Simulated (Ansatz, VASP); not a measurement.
**Be2C in VASP and in Ansatz**

The input POSCAR:

```
Be2C
1.0
    0.0000000000      2.1604856385      2.2253002077
    2.1604856385      0.0000000000      2.2253002077
    2.1604856385      2.1604856385      0.0000000000
C Be
1 2
Direct
    0.0000000000      0.0000000000      0.0000000000
    0.2500000000      0.2500000000      0.2500000000
    0.7500000000      0.7500000000      0.7500000000
```

INCAR.step1

```
SYSTEM = Be2C
ALGO = Normal
EDIFF = 1E-5
ENCUT = 520
GGA = PE
GGA_COMPAT = .FALSE.
ISIF = 2
ISMEAR = 0
LASPH = .TRUE.
LREAL = .FALSE.
LWAVE = .TRUE.
NBANDS = 11
NELM = 120
PREC = Accurate
SIGMA = 0.01
```

INCAR.step2

```
SYSTEM = Be2C
ALGO = Normal
EDIFF = 1E-6
ENCUT = 520
GGA = PE
GGA_COMPAT = .FALSE.
HFSCREEN = 0.2079
ISIF = 2
ISMEAR = 0
ISTART = 1
LASPH = .TRUE.
LCHARG = .TRUE.
LELF = .TRUE.
LHFCALC = .TRUE.
LREAL = .FALSE.
LVHAR = .TRUE.
LWAVE = .FALSE.
NBANDS = 11
NELM = 120
PREC = Accurate
PRECFOCK = Normal
SIGMA = 0.01
```

The input KPOINTS:

```
k-points
0
G
  8 8 8
  0 0 0
```

Input for Ansatz:

```yaml
crystal:
  lattice:
    - [0.0, 2.1604856385, 2.2253002077]
    - [2.1604856385, 0.0, 2.2253002077]
    - [2.1604856385, 2.1604856385, 0.0]
  atoms:
    - { symbol: C, position: [0.0, 0.0, 0.0] }
    - { symbol: Be, position: [0.25, 0.25, 0.25] }
    - { symbol: Be, position: [0.75, 0.75, 0.75] }
kpoints:
  mp_grid: { grid: [8, 8, 8] }
  band_path:
    path:
      - [0.0, 0.0, 0.0]
      - [0.5, 0.0, 0.5]
      - [0.625, 0.25, 0.625]
      - [0.375, 0.375, 0.75]
      - [0.5, 0.5, 0.5]
      - [0.5, 0.25, 0.75]
      - [0.0, 0.5, 0.5]
    npoints: 1
hamiltonian:
  xc: hse06
scf:
  occupations: { method: fixed }
  n_extra_bands: 4
output:
  forces: true
  stress: true
  eigenvalues: true
  write_density: true
  write_potential: true
  elf: true
  volumetric_format: npy
```

Change from the starting cell: uniaxial_z strain +3.0%.

Alike in both runs: task single point; functional HSE06; k mesh 8 × 8 × 8; no spin polarisation.

```csv
,VASP,Ansatz
version,VASP 6.6.1,Ansatz 0.2.0
potentials or method,"VASP PAW PBE potentials, release 64 (C, Be)","plane waves, PAW"
plane-wave cutoff (eV),520,420
occupations,"gaussian, width 0.01 eV",fixed
valence electrons in the cell,8,8
```

Ansatz gave:

| Item | Value |
| --- | --- |
| gap on the k mesh at the Fermi level (eV) | 1.67 |
| pressure (GPa) | -7.9 |
| traceless stress, the component that is largest in VASP (GPa) | -11.29 |

Problem. What did VASP give for the same quantities?

Solution. gap on the k mesh at the Fermi level (eV): 1.66; pressure (GPa): -7.6; traceless stress, the component that is largest in VASP (GPa): -11.27.

Ansatz's warnings: stress exchange threshold loose, stress scf threshold loose.
